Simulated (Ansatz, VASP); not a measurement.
## Two plane-wave programs on HC12

Contents of INCAR:

```
SYSTEM = HC12
PREC = Accurate
ENCUT = 520
EDIFF = 1E-6
ISMEAR = 0
SIGMA = 0.05
LREAL = Auto
LASPH = .True.
NELM = 80
ALGO = Normal
ISIF = 2
LWAVE = .False.
LCHARG = .False.
LDIPOL = .True.
IDIPOL = 3
DIPOL = 0.5 0.5 0.298
GGA = PE
NBANDS = 68
```

The input KPOINTS:

```
Automatic mesh
0
Gamma
  5 5 1
  0 0 0
```

Contents of POSCAR:

```
HC12
1.0
    5.0509324483      0.0000000000      0.0000000000
    0.0000000000      5.0509324483      0.0000000000
    0.0000000000      0.0000000000     22.3754933530
C H
24 2
Direct
    0.0000000000      0.2500000000      0.1787670080
    0.0000000000      0.7500000000      0.1787670080
    0.5000000000      0.2500000000      0.1787670080
    0.5000000000      0.7500000000      0.1787670080
    0.0000000000      0.0000000000      0.2186716990
    0.0000000000      0.5000000000      0.2186716990
    0.5000000000      0.0000000000      0.2186716990
    0.5000000000      0.5000000000      0.2186716990
    0.2500000000      0.0000000000      0.2585763899
    0.2500000000      0.5000000000      0.2585763899
    0.7500000000      0.0000000000      0.2585763899
    0.7500000000      0.5000000000      0.2585763899
    0.2500000000      0.2500000000      0.2976014419
    0.2500000000      0.7500000000      0.2976014419
    0.7500000000      0.2500000000      0.2976014419
    0.7500000000      0.7500000000      0.2976014419
    0.0000000000      0.2500000000      0.3394883053
    0.0000000000      0.7500000000      0.3394883053
    0.5000000000      0.2500000000      0.3394883053
    0.5000000000      0.7500000000      0.3394883053
    0.0000000000      0.0000000000      0.3743154719
    0.0000000000      0.5000000000      0.3743154719
    0.5000000000      0.0000000000      0.3743154719
    0.5000000000      0.5000000000      0.3743154719
    0.9090266986      0.3750000000      0.5352057791
    1.0909733014      0.3750000000      0.5352057791
```

Input for Ansatz:

```yaml
crystal:
  lattice:
    - [5.0509324483, 0.0, 0.0]
    - [0.0, 5.0509324483, 0.0]
    - [0.0, 0.0, 22.375493353]
  atoms:
    - { symbol: C, position: [0.0, 0.25, 0.178767008] }
    - { symbol: C, position: [0.0, 0.75, 0.178767008] }
    - { symbol: C, position: [0.5, 0.25, 0.178767008] }
    - { symbol: C, position: [0.5, 0.75, 0.178767008] }
    - { symbol: C, position: [0.0, 0.0, 0.218671699] }
    - { symbol: C, position: [0.0, 0.5, 0.218671699] }
    - { symbol: C, position: [0.5, 0.0, 0.218671699] }
    - { symbol: C, position: [0.5, 0.5, 0.218671699] }
    - { symbol: C, position: [0.25, 0.0, 0.2585763899] }
    - { symbol: C, position: [0.25, 0.5, 0.2585763899] }
    - { symbol: C, position: [0.75, 0.0, 0.2585763899] }
    - { symbol: C, position: [0.75, 0.5, 0.2585763899] }
    - { symbol: C, position: [0.25, 0.25, 0.2976014419] }
    - { symbol: C, position: [0.25, 0.75, 0.2976014419] }
    - { symbol: C, position: [0.75, 0.25, 0.2976014419] }
    - { symbol: C, position: [0.75, 0.75, 0.2976014419] }
    - { symbol: C, position: [0.0, 0.25, 0.3394883053] }
    - { symbol: C, position: [0.0, 0.75, 0.3394883053] }
    - { symbol: C, position: [0.5, 0.25, 0.3394883053] }
    - { symbol: C, position: [0.5, 0.75, 0.3394883053] }
    - { symbol: C, position: [0.0, 0.0, 0.3743154719] }
    - { symbol: C, position: [0.0, 0.5, 0.3743154719] }
    - { symbol: C, position: [0.5, 0.0, 0.3743154719] }
    - { symbol: C, position: [0.5, 0.5, 0.3743154719] }
    - { symbol: H, position: [0.9090266986, 0.375, 0.5352057791] }
    - { symbol: H, position: [1.0909733014, 0.375, 0.5352057791] }
basis:
  ecutwfc: 420
kpoints:
  mp_grid: { grid: [5, 5, 1] }
hamiltonian:
  xc: pbe
  pseudopotentials: { kind: paw, azcp: { folder: soft_1 } }
scf:
  occupations: { method: gaussian, width: 0.05 }
output:
  forces: true
  eigenvalues: true
efield:
  axis: 3
  dipole_correction: true
  ramp_width: 0.04
```

Alike in both runs: task single point; functional PBE; k mesh 5 × 5 × 1; occupations gaussian, width 0.05 eV; no spin polarisation.

|  | VASP | Ansatz |
| --- | --- | --- |
| version | VASP 6.6.1 | Ansatz 0.2.0 |
| potentials or method | VASP PAW PBE potentials, release 64 (C, H), cutoff 520 eV | scalar-relativistic, plane waves, PAW |
| valence electrons in the cell | 98 | 98 |

VASP gave:

* gap on the k mesh at the Fermi level (eV): none
* rms of the force components (eV/Å): 0.964

Q: Estimate Ansatz's values.

A: gap on the k mesh at the Fermi level (eV): none; rms of the force components (eV/Å): 0.968.

Atom by atom the forces differ by 0.013 eV/Å (rms over components). A gap of «none» marks a metal or a gap that the smearing closes.
